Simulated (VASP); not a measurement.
# HfSi (Fm-3m) in VASP: single point with PBEsol

Aim: the single point of HfSi with PBEsol.

All numbers are computed with VASP 6.6.1; they aren't measurements. Logs are shortened: lines on timing, memory, paths and dates and some standing lists are left out, and cuts for length are marked.

### Step 1. The cell of the first run

The structure is cubic, space group Fm-3m (No. 225). Conventional cell: a = 5.300 Å, b = 5.300 Å, c = 5.300 Å, α = 90.00°, β = 90.00°, γ = 90.00°. Hf (site symmetry m-3m) has 6 Si at 2.65 Å within 3.5 Å. Within 3.5 Å of Si (site symmetry m-3m) lie 6 Hf at 2.65 Å.

### Step 2. Single point, PBEsol (18.61 Å³/atom)

The input, INCAR:

```
PREC     = Accurate       # precision mode
ENCUT    = 500            # plane-wave cutoff, eV
EDIFF    = 1E-6           # SCF threshold, eV
ISMEAR   = -1             # smearing method
SIGMA    = 0.15           # smearing width, eV
LREAL    = False          # projectors in reciprocal space
LASPH    = True           # aspherical terms in the spheres
NELM     = 120            # most SCF steps
ALGO     = Normal         # electronic algorithm
ISIF     = 2              # what is computed and relaxed
LWAVE    = False          # write WAVECAR
LCHARG   = False          # write CHGCAR
GGA      = PS             # functional
NBANDS   = 14             # bands
GGA_COMPAT= False
```

The input, KPOINTS:

```
regular mesh
0
Gamma
  10 10 10
```

The input, POSCAR:

```
HfSi
1.0
    0.0000000000      2.6500000000      2.6500000000
    2.6500000000      0.0000000000      2.6500000000
    2.6500000000      2.6500000000      0.0000000000
Hf Si
1 1
Direct
    0.0000000000      0.0000000000      0.0000000000
    0.5000000000      0.5000000000      0.5000000000
```

Potentials or basis: VASP PAW PBE potentials, release 64 (Hf_pv, Si).

Started as:

```console
cat potpaw_PBE.64/Hf_pv/POTCAR potpaw_PBE.64/Si/POTCAR > POTCAR
mpirun -np 1 vasp_std > vasp.out
```

OUTCAR:

```text
PREC = Accurate
   ENCUT = 500
   EDIFF = 1E-6
   ISMEAR = -1
   LREAL = False
   LASPH = True
   NELM = 120
   ISIF = 2
   GGA = PS

 ion  position               nearest neighbor table
   1  0.000  0.000  0.000-   2 2.65   2 2.65   2 2.65   2 2.65   2 2.65   2 2.65
   2  0.500  0.500  0.500-   1 2.65   1 2.65   1 2.65   1 2.65   1 2.65   1 2.65

  LATTYP: Found a face centered cubic cell.
 ALAT       =     5.3000000000

  Lattice vectors:

 A1 = (   0.0000000000,   2.6500000000,   2.6500000000)
 A2 = (   2.6500000000,   0.0000000000,   2.6500000000)
 A3 = (   2.6500000000,   2.6500000000,   0.0000000000)

Analysis of symmetry for initial positions (statically):
=====================================================================
 Subroutine PRICEL returns:
 Original cell was already a primitive cell.

 Routine SETGRP: Setting up the symmetry group for a
 face centered cubic supercell.

 Subroutine GETGRP returns: Found 48 space group operations
 (whereof 48 operations were pure point group operations)
 out of a pool of 48 trial point group operations.

The static configuration has the point symmetry O_h .

Analysis of symmetry for dynamics (positions and initial velocities):
=====================================================================
 Subroutine PRICEL returns:
 Original cell was already a primitive cell.

 Routine SETGRP: Setting up the symmetry group for a
 face centered cubic supercell.

 Subroutine GETGRP returns: Found 48 space group operations
 (whereof 48 operations were pure point group operations)
 out of a pool of 48 trial point group operations.

The dynamic configuration has the point symmetry O_h .

 Subroutine INISYM returns: Found 48 space group operations
 (whereof 48 operations are pure point group operations),
 and found     1 'primitive' translations

----------------------------------------------------------------------------------------

                                     Primitive cell

  volume of cell :      37.2192

  direct lattice vectors                    reciprocal lattice vectors
     0.000000000  2.650000000  2.650000000    -0.188679245  0.188679245  0.188679245
     2.650000000  0.000000000  2.650000000     0.188679245 -0.188679245  0.188679245
     2.650000000  2.650000000  0.000000000     0.188679245  0.188679245 -0.188679245

  length of vectors
     3.747665940  3.747665940  3.747665940     0.326802039  0.326802039  0.326802039

  position of ions in fractional coordinates (direct lattice)
     0.000000000  0.000000000  0.000000000
     0.500000000  0.500000000  0.500000000

  ion indices of the primitive-cell ions
   primitive index   ion index
                 1           1
                 2           2

----------------------------------------------------------------------------------------

 KPOINTS: regular mesh

Automatic generation of k-mesh.
 Grid dimensions read from file:
 generate k-points for:   10   10   10

 Generating k-lattice:

  Cartesian coordinates                     Fractional coordinates (reciprocal lattice)
    -0.018867925  0.018867925  0.018867925     0.100000000  0.000000000  0.000000000
     0.018867925 -0.018867925  0.018867925     0.000000000  0.100000000  0.000000000
     0.018867925  0.018867925 -0.018867925     0.000000000  0.000000000  0.100000000

  Length of vectors
     0.032680204  0.032680204  0.032680204

  Shift w.r.t. Gamma in fractional coordinates (k-lattice)
     0.000000000  0.000000000  0.000000000

 Subroutine IBZKPT returns following result:
 ===========================================

 Found     47 irreducible k-points:

 Following reciprocal coordinates:
            Coordinates               Weight
  0.000000  0.000000  0.000000      1.000000
  0.100000  0.000000  0.000000      8.000000
  0.200000  0.000000  0.000000      8.000000
  0.300000  0.000000  0.000000      8.000000
  0.400000  0.000000  0.000000      8.000000
  0.500000  0.000000  0.000000      4.000000
[... 16 lines left out ...]
  0.300000  0.300000  0.000000      6.000000
  0.400000  0.300000  0.000000     24.000000
 [... further k-points ...]
   k-points           NKPTS =     47   k-points in BZ     NKDIM =     47   number of bands    NBANDS=     14
   number of dos      NEDOS =    301   number of ions     NIONS =      2
   total plane-waves  NPLWV =  21952
   dimension x,y,z NGX =    28 NGY =   28 NGZ =   28
   dimension x,y,z NGXF=    56 NGYF=   56 NGZF=   56
   ions per type =               1   1
   NGX,Y,Z   is equivalent  to a cutoff of  12.42, 12.42, 12.42 a.u.
   NGXF,Y,Z  is equivalent  to a cutoff of  24.84, 24.84, 24.84 a.u.
 SYSTEM =  unknown system
   PREC   = accura    normal or accurate (medium, high low for compatibility)
   ISTART =      0    job   : 0-new  1-cont  2-samecut
   ICHARG =      2    charge: 1-file 2-atom 10-const
   ISPIN  =      1    spin polarized calculation?
   LNONCOLLINEAR =      F non collinear calculations
   LSORBIT =      F    spin-orbit coupling
   LASPH  =      T    aspherical Exc in radial PAW
   ENCUT  =  500.0 eV  36.75 Ry    6.06 a.u.   6.83  6.83  6.83*2*pi/ulx,y,z
   NELM   =    120;   NELMIN=  2; NELMDL= -5     # of ELM steps
   EDIFF  = 0.1E-05   stopping-criterion for ELM
   LREAL  =      F    real-space projection
   EDIFFG = 0.1E-04   stopping-criterion for IOM
   NSW    =      0    number of steps for IOM
   IBRION =     -1    ionic relax: 0-MD 1-quasi-New 2-CG
   NFREE  =      0    steps in history (QN), initial steepest desc. (CG)
   ISIF   =      2    stress and relaxation
   ISYM   =      2    0-nonsym 1-usesym 2-fastsym
   POTIM  = 0.5000    time-step for ionic-motion
   TEBEG  =    0.0;   TEEND  =   0.0 temperature during run
   PSTRESS=    0.0 pullay stress
   NELECT =      14.0000    total number of electrons
   NUPDOWN=      -1.0000    fix difference up-down
   EMIN   =  10.00;   EMAX   =-10.00  energy-range for DOS
   EFERMI =   0.00;   METHOD = LEGACY
   ISMEAR =    -1;   SIGMA  =   0.15  broadening in eV -4-tet -1-fermi 0-gaus
   EFERMI_NEDOS =   21; number of points for ismear=-14 and -15
   IALGO  =     38    algorithm
   IMIX   =      4    mixing-type and parameters
     AMIX     =   0.40;   BMIX     =  1.00
     AMIX_MAG =   1.60;   BMIX_MAG =  1.00
  volume/ion in A,a.u.               =      18.61       125.58
  Fermi-wavevector in a.u.,A,eV,Ry     =   1.181757  2.233198 19.001221  1.396550
  Thomas-Fermi vector in A             =   2.318025
   LORBIT       =      0    0 simple, 1 ext, 2 COOP (PROOUT), +10 PAW based schemes
   GGA     = PS    functional components
   LHFCALC =     F    Hartree Fock is set to
   AEXX    =    0.0000 exact exchange contribution
   IVDW    =     0    specifies the selected vdW correction
   LEPSILON=     F    determine dielectric tensor
   LRPA    =     F    only Hartree local field effects (RPA)
 non-spin polarized calculation
  energy-cutoff  :      500.00
  volume of cell :       37.22
 maximum number of plane-waves:       960
   NGX = 13   NGY = 13   NGZ = 13

 number of electron      14.0000000 magnetization

 Free energy of the ion-electron system (eV)
  ---------------------------------------------------
  ext. energy  EPLUGINS =         0.00000000
  ---------------------------------------------------
  free energy    TOTEN  =       -17.47078895 eV

  energy without entropy =      -17.42486230  energy(sigma->0) =      -17.44782563

 E-fermi :   6.1658     XC(G=0): -11.1996

 val. band max:        6.0767965513   @ k =   0.3000   0.3000   0.0000
 cond. band min:       6.1727183155   @ k =   0.1000   0.0000   0.0000
 fundamental gap:      0.0959217642
 Fermi energy:         6.1658345711

 k-point     1 :       0.0000    0.0000    0.0000
  band No.  band energies     occupation
      1     -24.2908      2.00000
      2     -24.2908      2.00000
      3     -24.2908      2.00000
      4      -4.2252      2.00000
      5       6.3381      0.48152
      6       6.3381      0.48152
      7       6.3381      0.48152
      8       7.1331      0.00316
      9       7.1331      0.00316
     10       8.7249      0.00000
     11       8.7249      0.00000
     12       8.7249      0.00000
     13      14.3546      0.00000
     14      14.5389      0.00000

 k-point     2 :       0.1000    0.0000    0.0000
  band No.  band energies     occupation
      1     -24.3082      2.00000
      2     -24.2930      2.00000
      3     -24.2930      2.00000
      4      -4.0331      2.00000
      5       5.7782      1.85966
      6       6.1727      0.97706
      7       6.1727      0.97706
      8       6.7830      0.03215
      9       6.7830      0.03215
     10       8.6529      0.00000
     11       9.6517      0.00000
     12       9.6517      0.00000
     13      14.9892      0.00000
     14      14.9950      0.00000

 k-point     3 :       0.2000    0.0000    0.0000
  band No.  band energies     occupation
      1     -24.3535      2.00000
      2     -24.2987      2.00000
      3     -24.2987      2.00000
      4      -3.4747      2.00000
      5       4.5013      1.99997
      6       5.3490      1.99141
      7       5.3490      1.99141
      8       7.1971      0.00206
      9       7.1971      0.00206
     10       8.5736      0.00000
     11      11.2537      0.00000
     12      11.2537      0.00000
     13      15.3726      0.00000
     14      16.3497      0.00000
[... 324 lines left out ...]
 k-point    23 :       0.3000    0.3000    0.0000
  band No.  band energies     occupation
      1     -24.3985      2.00000
      2     -24.3328      2.00000
      3     -24.3328      2.00000
      4      -2.4103      2.00000
      5       2.9624      2.00000
      6       4.7434      1.99985
      7       6.0768      1.28838
      8       6.0768      1.28838
      9       7.9194      0.00002
     10      10.8256      0.00000
     11      10.8256      0.00000
     12      11.3988      0.00000
     13      13.9881      0.00000
     14      17.2274      0.00000

 k-point    24 :       0.4000    0.3000    0.0000
  band No.  band energies     occupation
      1     -24.4212      2.00000
      2     -24.3451      2.00000
      3     -24.3399      2.00000
      4      -1.9308      2.00000
      5       2.7133      2.00000
      6       4.2517      1.99999
      7       5.7859      1.85283
      8       6.3515      0.44955
      9       8.5993      0.00000
     10      10.1996      0.00000
     11      10.8224      0.00000
     12      11.6802      0.00000
     13      13.6342      0.00000
     14      17.0711      0.00000

 [... further k-points ...]

------------------------ aborting loop because EDIFF is reached ----------------------------------------

  FORCE on cell =-STRESS in cart. coord.  units (eV):
  Direction    XX          YY          ZZ          XY          YZ          ZX
  --------------------------------------------------------------------------------------
  -------------------------------------------------------------------------------------
  Total       -0.0168487     -0.0168487     -0.0168487      0.0000000     -0.0000000      0.0000000
  in kB       -0.7252860     -0.7252860     -0.7252860      0.0000000     -0.0000000      0.0000000
  external PRESSURE =      -0.7252860 kB  Pullay stress =       0.0000000 kB

 VOLUME and BASIS-vectors are now :
 -----------------------------------------------------------------------------
  energy-cutoff  :      500.00
  volume of cell :       37.22
      direct lattice vectors                 reciprocal lattice vectors
     0.000000000  2.650000000  2.650000000    -0.188679245  0.188679245  0.188679245
     2.650000000  0.000000000  2.650000000     0.188679245 -0.188679245  0.188679245
     2.650000000  2.650000000  0.000000000     0.188679245  0.188679245 -0.188679245

 POSITION                                       TOTAL-FORCE (eV/Angst)
 -----------------------------------------------------------------------------------
      0.00000      0.00000      0.00000         0.000000      0.000000      0.000000
      2.65000      2.65000      2.65000         0.000000      0.000000      0.000000
 -----------------------------------------------------------------------------------
    total drift:                               -0.000000      0.000000      0.000000

  FREE ENERGIE OF THE ION-ELECTRON SYSTEM (eV)
  ---------------------------------------------------
  free  energy   TOTEN  =       -17.4707889517 eV

  energy  without entropy=      -17.4248623041  energy(sigma->0) =      -17.44782563
```

Wall time 18 s (1 thread of AMD EPYC 7R43 (Zen 3), shared host); peak memory 0.14 GiB.

What came out:

| Property | Result |
| --- | --- |
| Free energy | -17.4708 eV |
| Pressure | -0.1 GPa |
| Band gap on the k mesh | zero (bands 7 and 8 overlap by 0.44 eV) |

Levels at points of the mesh, in eV from the Fermi level:
```tsv
k point	band 5	band 6	band 7	band 8	band 9	band 10
(0.00, 0.00, 0.00)	0.17	0.17	0.17	0.97	0.97	2.56
(0.50, 0.00, 0.00)	-5.61	-2.11	-2.11	3.31	3.31	3.77
(0.50, 0.50, 0.00)	-3.06	-2.02	0.29	0.29	2.25	2.62
```

Caveat: the PAW data sets were made with another functional, which shifts forces and pressure a little; spin-orbit coupling is left out, which moves the levels of the heavy elements.
